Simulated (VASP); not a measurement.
Wanted: the native input for a VASP 6.6.1 run.

```yaml
Task: single point
Functional: PBE
Potentials_or_basis: VASP PAW PBE potentials, release 64 (Cd, Te)
Cutoff: 500 eV
k_mesh: 6 × 6 × 4
Occupations: gaussian, width 0.2 eV
Spin: no spin polarisation
Dipole_correction: no
Further_INCAR_settings: ALGO = Normal; EDIFF = 1e-06; NBANDS = 16
```

The structure of CdTe lies in POSCAR:

```
CdTe
1.0
    3.1516872805      0.0000000000      0.0000000000
   -1.5758436402      2.7294412497      0.0000000000
    0.0000000000      0.0000000000      6.5940237813
Cd Te
1 1
Direct
    0.0000000000      0.0000000000      0.0000000000
    0.0000000000      0.0000000000      0.5000000000
```

The input as run:

INCAR

```
ALGO = Normal
EDIFF = 1E-6
ENCUT = 500
GGA = PE
GGA_COMPAT = F
ISIF = 2
ISMEAR = 0
LASPH = T
LCHARG = F
LREAL = F
LWAVE = F
NBANDS = 16
NELM = 120
PREC = Accurate
SIGMA = 0.2
```

KPOINTS

```
k-points
0
Gamma
  6 6 4
```

Potentials or basis: VASP PAW PBE potentials, release 64 (Cd, Te).

The run is started by

```sh
$ cat potpaw_PBE.64/Cd/POTCAR potpaw_PBE.64/Te/POTCAR > POTCAR
$ mpirun -np 1 vasp_std > vasp.out
```

Results of the run:

| Property | Result |
| --- | --- |
| Pressure | 0.2 GPa |
| Band gap on the k mesh | zero (band 9 reaches 8.56 eV, above the bottom of band 10 at 3.45 eV) |

Caveat: the k points lie up to 0.38 Å⁻¹ apart; spin-orbit coupling is left out, which moves the levels of the heavy elements.

Run time: 6.6 s on 1 thread of Intel(R) Xeon(R) 6975P-C (Granite Rapids), on a shared host, peak memory 0.17 GiB.
